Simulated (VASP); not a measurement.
# GaCo (Pm-3m) in VASP: notebook

Runs on GaCo. Level: PBE. Tasks: single point.

Program: VASP 6.6.1. These are calculated values, not measurements. Logs are shortened: lines on timing, memory, paths and dates and some standing lists are left out, and cuts for length are marked.

**1. The cell of the first run**

The structure is cubic, space group Pm-3m (No. 221). Conventional cell: a = 2.883 Å, b = 2.883 Å, c = 2.883 Å, α = 90.00°, β = 90.00°, γ = 90.00°. Ga (site symmetry m-3m) has 8 Co at 2.50 Å and 6 Ga at 2.88 Å within 3.3 Å. Co (site symmetry m-3m) has 8 Ga at 2.50 Å and 6 Co at 2.88 Å within 3.3 Å.

**2. Single point, PBE, collinear spin, antiferromagnetic start**

INCAR reads:

```
  PREC = Accurate
  ENCUT = 520
  EDIFF = 1E-6
  ISMEAR = -1
  SIGMA = 0.05
  LREAL = False
  LASPH = True
  NELM = 150
  ALGO = Normal
  ISIF = 2
  LWAVE = False
  LCHARG = False
  ISPIN = 2
  MAGMOM = 0 0 3 -3
  LORBIT = 11
  LMAXMIX = 4
  GGA = PE
  NBANDS = 34
```

KPOINTS reads:

```
Automatic mesh
0
Gamma
  6 9 6
```

POSCAR reads:

```
GaCo
1.0
   -2.8831000000      0.0000000000     -2.8831000000
    0.0000000000     -2.8831000000      0.0000000000
   -2.8831000000      0.0000000000      2.8831000000
Ga Co
2 2
Direct
    0.0000000000      0.5000000000      0.5000000000
    0.5000000000      0.5000000000      0.0000000000
    0.0000000000      0.0000000000      0.0000000000
    0.5000000000      0.0000000000      0.5000000000
```

Potentials or basis: VASP PAW PBE potentials, release 64 (Ga_d, Co).

Run with:

```bash
cat potpaw_PBE.64/Ga_d/POTCAR potpaw_PBE.64/Co/POTCAR > POTCAR
mpirun -np 1 vasp_std > vasp.out
```

OUTCAR:

```text
PREC = Accurate
   ENCUT = 520
   EDIFF = 1E-6
   ISMEAR = -1
   LREAL = False
   LASPH = True
   NELM = 150
   ISIF = 2
   ISPIN = 2
   LORBIT = 11
   GGA = PE

 ion  position               nearest neighbor table
   1  0.000  0.500  0.500-   3 2.50   4 2.50   3 2.50   3 2.50   4 2.50   3 2.50   4 2.50   4 2.50
                             2 2.88   2 2.88   2 2.88   2 2.88
   2  0.500  0.500  0.000-   3 2.50   4 2.50   4 2.50   3 2.50   4 2.50   4 2.50   3 2.50   3 2.50
                             1 2.88   1 2.88   1 2.88   1 2.88
   3  0.000  0.000  0.000-   1 2.50   2 2.50   1 2.50   1 2.50   2 2.50   1 2.50   2 2.50   2 2.50
                             4 2.88   4 2.88   4 2.88   4 2.88
   4  0.500  0.000  0.500-   1 2.50   2 2.50   2 2.50   1 2.50   2 2.50   2 2.50   1 2.50   1 2.50
                             3 2.88   3 2.88   3 2.88   3 2.88

  LATTYP: Found a simple tetragonal cell.
 ALAT       =     4.0773191217
 C/A-ratio  =     0.7071067812

  Lattice vectors:

 A1 = (   2.8831000000,   0.0000000000,   2.8831000000)
 A2 = (  -2.8831000000,   0.0000000000,   2.8831000000)
 A3 = (   0.0000000000,  -2.8831000000,   0.0000000000)

Analysis of symmetry for initial positions (statically):
=====================================================================
 Subroutine PRICEL returns following result:

  LATTYP: Found a simple cubic cell.
 ALAT       =     2.8831000000
[... 12 lines left out ...]
 Subroutine GETGRP returns: Found 16 space group operations
 (whereof 16 operations were pure point group operations)
 out of a pool of 16 trial point group operations.

The static configuration has the point symmetry D_4h.

Analysis of symmetry for dynamics (positions and initial velocities):
=====================================================================
 Subroutine PRICEL returns following result:

  LATTYP: Found a simple cubic cell.
 ALAT       =     2.8831000000
[... 12 lines left out ...]
 Subroutine GETGRP returns: Found 16 space group operations
 (whereof 16 operations were pure point group operations)
 out of a pool of 16 trial point group operations.

The dynamic configuration has the point symmetry D_4h.

Analysis of structural, dynamic, and magnetic symmetry:
=====================================================================
 Subroutine PRICEL returns following result:

  LATTYP: Found a simple cubic cell.
 ALAT       =     2.8831000000
[... 12 lines left out ...]
 Subroutine GETGRP returns: Found 16 space group operations
 (whereof 16 operations were pure point group operations)
 out of a pool of 16 trial point group operations.

The overall configuration has the point symmetry D_4h.

 Subroutine INISYM returns: Found 16 space group operations
 (whereof 16 operations are pure point group operations),
 and found     2 'primitive' translations

----------------------------------------------------------------------------------------

                                     Primitive cell

  volume of cell :      23.9651

  direct lattice vectors                    reciprocal lattice vectors
     0.000000000  0.000000000 -2.883100000     0.000000000  0.000000000 -0.346848878
     0.000000000 -2.883100000  0.000000000     0.000000000 -0.346848878  0.000000000
    -2.883100000  0.000000000  0.000000000    -0.346848878  0.000000000  0.000000000

  length of vectors
     2.883100000  2.883100000  2.883100000     0.346848878  0.346848878  0.346848878

  position of ions in fractional coordinates (direct lattice)
     0.500000000  0.500000000  0.500000000
     0.000000000  0.000000000  0.000000000

  ion indices of the primitive-cell ions
   primitive index   ion index
                 1           1
                 2           3

----------------------------------------------------------------------------------------

 KPOINTS: Automatic mesh

Automatic generation of k-mesh.
 Grid dimensions read from file:
 generate k-points for:    6    9    6

 Generating k-lattice:

  Cartesian coordinates                     Fractional coordinates (reciprocal lattice)
    -0.028904073  0.000000000 -0.028904073     0.166666667  0.000000000  0.000000000
     0.000000000 -0.038538764  0.000000000     0.000000000  0.111111111  0.000000000
    -0.028904073  0.000000000  0.028904073     0.000000000  0.000000000  0.166666667

  Length of vectors
     0.040876532  0.038538764  0.040876532

  Shift w.r.t. Gamma in fractional coordinates (k-lattice)
     0.000000000  0.000000000  0.000000000

 Subroutine IBZKPT returns following result:
 ===========================================

 Found     50 irreducible k-points:

 Following reciprocal coordinates:
            Coordinates               Weight
  0.000000  0.000000  0.000000      1.000000
  0.166667  0.000000  0.000000      4.000000
  0.333333  0.000000  0.000000      4.000000
  0.500000  0.000000  0.000000      2.000000
  0.000000  0.111111  0.000000      2.000000
  0.166667  0.111111  0.000000      8.000000
[... 16 lines left out ...]
  0.500000  0.000000  0.166667      4.000000
  0.166667  0.111111  0.166667      8.000000
 [... further k-points ...]
   k-points           NKPTS =     50   k-points in BZ     NKDIM =     50   number of bands    NBANDS=     34
   number of dos      NEDOS =    301   number of ions     NIONS =      4
   total plane-waves  NPLWV =  21600
   dimension x,y,z NGX =    30 NGY =   24 NGZ =   30
   dimension x,y,z NGXF=    60 NGYF=   48 NGZF=   60
   ions per type =               2   2
   NGX,Y,Z   is equivalent  to a cutoff of  12.23, 13.84, 12.23 a.u.
   NGXF,Y,Z  is equivalent  to a cutoff of  24.46, 27.68, 24.46 a.u.
 SYSTEM =  unknown system
   PREC   = accura    normal or accurate (medium, high low for compatibility)
   ISTART =      0    job   : 0-new  1-cont  2-samecut
   ICHARG =      2    charge: 1-file 2-atom 10-const
   ISPIN  =      2    spin polarized calculation?
   LNONCOLLINEAR =      F non collinear calculations
   LSORBIT =      F    spin-orbit coupling
   LASPH  =      T    aspherical Exc in radial PAW
   ENCUT  =  520.0 eV  38.22 Ry    6.18 a.u.   7.58  5.36  7.58*2*pi/ulx,y,z
   NELM   =    150;   NELMIN=  2; NELMDL= -5     # of ELM steps
   EDIFF  = 0.1E-05   stopping-criterion for ELM
   LREAL  =      F    real-space projection
   EDIFFG = 0.1E-04   stopping-criterion for IOM
   NSW    =      0    number of steps for IOM
   IBRION =     -1    ionic relax: 0-MD 1-quasi-New 2-CG
   NFREE  =      0    steps in history (QN), initial steepest desc. (CG)
   ISIF   =      2    stress and relaxation
   ISYM   =      2    0-nonsym 1-usesym 2-fastsym
   POTIM  = 0.5000    time-step for ionic-motion
   TEBEG  =    0.0;   TEEND  =   0.0 temperature during run
   PSTRESS=    0.0 pullay stress
   NELECT =      44.0000    total number of electrons
   NUPDOWN=      -1.0000    fix difference up-down
   EMIN   =  10.00;   EMAX   =-10.00  energy-range for DOS
   EFERMI =   0.00;   METHOD = LEGACY
   ISMEAR =    -1;   SIGMA  =   0.05  broadening in eV -4-tet -1-fermi 0-gaus
   EFERMI_NEDOS =   21; number of points for ismear=-14 and -15
   IALGO  =     38    algorithm
   IMIX   =      4    mixing-type and parameters
     AMIX     =   0.40;   BMIX     =  1.00
     AMIX_MAG =   1.60;   BMIX_MAG =  1.00
  volume/ion in A,a.u.               =      11.98        80.86
  Fermi-wavevector in a.u.,A,eV,Ry     =   1.591070  3.006687 34.443210  2.531504
  Thomas-Fermi vector in A             =   2.689667
   LORBIT       =     11    0 simple, 1 ext, 2 COOP (PROOUT), +10 PAW based schemes
   GGA     = PE    functional components
   LHFCALC =     F    Hartree Fock is set to
   AEXX    =    0.0000 exact exchange contribution
   IVDW    =     0    specifies the selected vdW correction
   LEPSILON=     F    determine dielectric tensor
   LRPA    =     F    only Hartree local field effects (RPA)
 spin polarized calculation
  energy-cutoff  :      520.00
  volume of cell :       47.93
 maximum number of plane-waves:      1320
   NGX = 15   NGY = 11   NGZ = 15

 number of electron      44.0000053 magnetization       0.0000000

 number of electron      44.0000053 magnetization      -0.0000000

 Free energy of the ion-electron system (eV)
  ---------------------------------------------------
  ext. energy  EPLUGINS =         0.00000000
  ---------------------------------------------------
  free energy    TOTEN  =       -20.96704724 eV

  energy without entropy =      -20.94934751  energy(sigma->0) =      -20.95819738

 E-fermi :   9.7146     XC(G=0): -13.1592

 val. band max:        9.6808855911   @ k =   0.1667   0.0000   0.1667
 cond. band min:       9.7314851728   @ k =   0.5000   0.3333   0.5000
 fundamental gap:      0.0505995817
 Fermi energy:         9.7145901995

 spin component 1

 k-point     1 :       0.0000    0.0000    0.0000
  band No.  band energies     occupation
      1      -5.4455      1.00000
      2      -5.4446      1.00000
      3      -5.4311      1.00000
      4      -5.2998      1.00000
      5      -5.2148      1.00000
      6      -5.2148      1.00000
[... 877 lines left out ...]
     33      24.2342      0.00000
     34      25.6355      0.00000

 [... further k-points ...]

 spin component 2

 k-point     1 :       0.0000    0.0000    0.0000
  band No.  band energies     occupation
      1      -5.4455      1.00000
      2      -5.4446      1.00000
      3      -5.4311      1.00000
      4      -5.2998      1.00000
      5      -5.2148      1.00000
      6      -5.2148      1.00000
[... 877 lines left out ...]
     33      24.2342      0.00000
     34      25.6355      0.00000

 [... further k-points ...]

------------------------ aborting loop because EDIFF is reached ----------------------------------------

  FORCE on cell =-STRESS in cart. coord.  units (eV):
  Direction    XX          YY          ZZ          XY          YZ          ZX
  --------------------------------------------------------------------------------------
  -------------------------------------------------------------------------------------
  Total       -0.0166974      0.1612679     -0.0166974      0.0000000     -0.0000000      0.0000000
  in kB       -0.5581504      5.3907539     -0.5581504      0.0000000     -0.0000000      0.0000000
  external PRESSURE =       1.4248177 kB  Pullay stress =       0.0000000 kB

 VOLUME and BASIS-vectors are now :
 -----------------------------------------------------------------------------
  energy-cutoff  :      520.00
  volume of cell :       47.93
      direct lattice vectors                 reciprocal lattice vectors
    -2.883100000  0.000000000 -2.883100000    -0.173424439  0.000000000 -0.173424439
     0.000000000 -2.883100000  0.000000000     0.000000000 -0.346848878  0.000000000
    -2.883100000  0.000000000  2.883100000    -0.173424439  0.000000000  0.173424439

 POSITION                                       TOTAL-FORCE (eV/Angst)
 -----------------------------------------------------------------------------------
     -1.44155     -1.44155      1.44155         0.000000     -0.000000      0.000000
     -1.44155     -1.44155     -1.44155        -0.000000      0.000000      0.000000
      0.00000      0.00000      0.00000        -0.000000      0.000000     -0.000000
     -2.88310      0.00000      0.00000         0.000000      0.000000     -0.000000
 -----------------------------------------------------------------------------------
    total drift:                                0.000000     -0.000000     -0.000000

  FREE ENERGIE OF THE ION-ELECTRON SYSTEM (eV)
  ---------------------------------------------------
  free  energy   TOTEN  =       -20.9670472407 eV

  energy  without entropy=      -20.9493475145  energy(sigma->0) =      -20.95819738

 total charge

# of ion       s       p       d       tot
------------------------------------------
    1        0.846   0.882  10.050  11.779
    2        0.846   0.882  10.050  11.779
    3        0.386   0.450   7.506   8.342
    4        0.386   0.450   7.506   8.342
--------------------------------------------------
tot          2.465   2.664  35.112  40.241

 magnetization (x)

# of ion       s       p       d       tot
------------------------------------------
    1        0.000   0.000   0.000   0.000
    2        0.000   0.000   0.000   0.000
    3        0.003  -0.001   0.241   0.243
    4       -0.003   0.001  -0.241  -0.243
--------------------------------------------------
tot          0.000   0.000  -0.000  -0.000
```

It took 3.8 min on 1 thread of Intel Xeon 8259CL, shared host; peak memory 0.25 GiB.

What came out:

```
Free energy                                           : -20.9670 eV
Pressure                                              : 0.1 GPa
Band gap on the k mesh                                : zero (filled and empty bands overlap)
Net moment                                            : 0.00 μB per cell
Site moments                                          : Ga +0.00; Co +0.24, -0.24 μB
Valence electrons inside the program's atomic spheres : Ga 11.78; Co 8.34
```

**3. Single point, PBE, collinear spin**

INCAR reads:

```
  PREC = Accurate
  ENCUT = 520
  EDIFF = 1E-7
  ISMEAR = -1
  SIGMA = 0.05
  LREAL = F
  LASPH = T
  NELM = 150
  ALGO = Normal
  ISIF = 2
  LWAVE = F
  LCHARG = F
  ISPIN = 2
  MAGMOM = 0 0 0.02 0.02
  LORBIT = 11
  LMAXMIX = 4
  GGA = PE
  NBANDS = 34
```

KPOINTS is that of step 2.

POSCAR is that of step 2.

Potentials or basis: VASP PAW PBE potentials, release 64 (Ga_d, Co).

Run with:

```bash
cat potpaw_PBE.64/Ga_d/POTCAR potpaw_PBE.64/Co/POTCAR > POTCAR
mpirun -np 1 vasp_std > vasp.out
```

OUTCAR:

```text
PREC = Accurate
   ENCUT = 520
   EDIFF = 1E-7
   ISMEAR = -1
   LREAL = F
   LASPH = T
   NELM = 150
   ISIF = 2
   ISPIN = 2
   LORBIT = 11
   GGA = PE

 ion  position               nearest neighbor table
   1  0.000  0.500  0.500-   3 2.50   4 2.50   3 2.50   3 2.50   4 2.50   3 2.50   4 2.50   4 2.50
                             2 2.88   2 2.88   2 2.88   2 2.88
   2  0.500  0.500  0.000-   3 2.50   4 2.50   4 2.50   3 2.50   4 2.50   4 2.50   3 2.50   3 2.50
                             1 2.88   1 2.88   1 2.88   1 2.88
   3  0.000  0.000  0.000-   1 2.50   2 2.50   1 2.50   1 2.50   2 2.50   1 2.50   2 2.50   2 2.50
                             4 2.88   4 2.88   4 2.88   4 2.88
   4  0.500  0.000  0.500-   1 2.50   2 2.50   2 2.50   1 2.50   2 2.50   2 2.50   1 2.50   1 2.50
[... 2038 lines left out ...]

 POSITION                                       TOTAL-FORCE (eV/Angst)
 -----------------------------------------------------------------------------------
     -1.44155     -1.44155      1.44155        -0.000000      0.000000      0.000000
     -1.44155     -1.44155     -1.44155         0.000000     -0.000000      0.000000
      0.00000      0.00000      0.00000         0.000000     -0.000000      0.000000
     -2.88310      0.00000      0.00000         0.000000     -0.000000     -0.000000
 -----------------------------------------------------------------------------------
    total drift:                                0.000000     -0.000000     -0.000000

  FREE ENERGIE OF THE ION-ELECTRON SYSTEM (eV)
  ---------------------------------------------------
  free  energy   TOTEN  =       -20.9646153928 eV

  energy  without entropy=      -20.9423054163  energy(sigma->0) =      -20.95346040

 total charge

# of ion       s       p       d       tot
------------------------------------------
    1        0.846   0.881  10.050  11.778
    2        0.846   0.881  10.050  11.778
    3        0.385   0.450   7.508   8.343
    4        0.385   0.450   7.508   8.343
--------------------------------------------------
tot          2.462   2.662  35.117  40.242

 magnetization (x)

# of ion       s       p       d       tot
------------------------------------------
    1       -0.000  -0.000  -0.000  -0.000
    2       -0.000  -0.000  -0.000  -0.000
    3        0.000  -0.000   0.006   0.006
    4        0.000  -0.000   0.006   0.006
--------------------------------------------------
tot         -0.000  -0.000   0.011   0.011
```

Run time: 3.8 min. Hardware: 1 thread of Intel Xeon 8259CL, shared host; peak memory 0.25 GiB.

Results:

* Free energy: -20.9646 eV
* Pressure: 0.0 GPa
* Band gap on the k mesh: zero (filled and empty bands overlap)
* Net moment: 0.01 μB per cell
* Valence electrons inside the program's atomic spheres: Ga 11.78; Co 8.34

Levels at points of the mesh, in eV from the Fermi level:
Spin up:
```csv
k point,band 19,band 20,band 21,band 22,band 23,band 24,band 25,band 26
"(0.00, 0.00, 0.00)",-1.21,-0.72,-0.72,-0.72,-0.24,2.24,3.16,5.20
"(0.50, 0.00, 0.00)",-1.27,-1.27,-0.97,-0.97,1.47,1.47,2.91,2.91
"(0.50, 0.00, 0.50)",-1.72,-1.72,-0.72,-0.72,0.11,0.11,10.60,10.60
```
Spin down:
```
           k point  band 20  band 21  band 22  band 23  band 24  band 25
(0.00, 0.00, 0.00)    -0.72    -0.72    -0.72    -0.23     2.24     3.16
(0.50, 0.00, 0.00)    -1.27    -0.97    -0.97     1.47     1.47     2.91
(0.50, 0.00, 0.50)    -1.72    -0.71    -0.71     0.12     0.12    10.60
```
